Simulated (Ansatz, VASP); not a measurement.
# Two plane-wave programs on TiBMoC2

File INCAR:

```
SYSTEM = TiBMoC2
  PREC = Accurate
  ENCUT = 600
  EDIFF = 1E-6
  ISMEAR = 0
  SIGMA = 0.1
  LREAL = .False.
  LASPH = .True.
  NELM = 60
  ALGO = Normal
  ISIF = 3
  LWAVE = .False.
  LCHARG = .False.
  GGA = PE
  IBRION = 2
  NSW = 90
  EDIFFG = -0.04
```

The input KPOINTS:

```
regular mesh
0
Gamma
  6 6 4
  0 0 0
```

The input POSCAR:

```
TiBMoC2
1.0
    3.6524850700      0.0000000000      0.0000000000
   -1.8262425400      3.1631448600      0.0000000000
    0.0000000000      0.0000000000      5.4776991000
Ti B Mo C
1 1 1 2
Direct
    0.0000000000      0.0000000000      0.1678124600
    0.0000000000      0.0000000000      0.8976864900
    0.0000000000      0.0000000000      0.5309774100
    0.3333333300      0.6666666700      0.9292185500
    0.6666666700      0.3333333300      0.9292185500
```

Input for Ansatz:

```yaml
crystal:
  lattice:
    - [3.65248507, 0.0, 0.0]
    - [-1.82624254, 3.16314486, 0.0]
    - [0.0, 0.0, 5.4776991]
  atoms:
    - { symbol: Ti, position: [0.0, 0.0, 0.16781246] }
    - { symbol: B, position: [0.0, 0.0, 0.89768649] }
    - { symbol: Mo, position: [0.0, 0.0, 0.53097741] }
    - { symbol: C, position: [0.33333333, 0.66666667, 0.92921855] }
    - { symbol: C, position: [0.66666667, 0.33333333, 0.92921855] }
basis:
  ecutwfc: 420
kpoints:
  mp_grid: { grid: [6, 6, 4] }
hamiltonian:
  xc: pbe
scf:
  occupations: { method: gaussian, width: 0.1 }
  lower_state_search: "off"
output:
  forces: true
  stress: true
  eigenvalues: true
relax:
  adjacent_minimum: "off"
  f_tol: 0.04
  max_steps: 70
  cell: { stress_tol: 0.4 }
```

Alike in both runs: task relaxation of cell and atoms; functional PBE; k mesh 6 × 6 × 4; occupations gaussian, width 0.1 eV; no spin polarisation.

|  | VASP | Ansatz |
| --- | --- | --- |
| version | VASP 6.6.1 | Ansatz 0.2.0 |
| potentials or method | VASP PAW PBE potentials, release 64 (Ti_sv, B, Mo_sv, C), cutoff 600 eV | scalar-relativistic, plane waves, PAW |
| valence electrons in the cell | 37 | 37 |

|  | VASP | Ansatz | Ansatz less VASP |
| --- | --- | --- | --- |
| gap on the k mesh at the Fermi level, each at its own relaxed structure (eV) | none | none | - |
| relaxed volume (Å³/atom) | 10.50 | 10.52 | +0.013 |
| relaxed length of the cell vector where the two differ most in proportion (Å) | 7.203 | 7.227 | +0.0243 |

A gap of «none» marks a metal or a gap that the smearing closes.

Noted on VASP's run: the volume moved by over 15 % at a fixed basis, so the end points are rough.
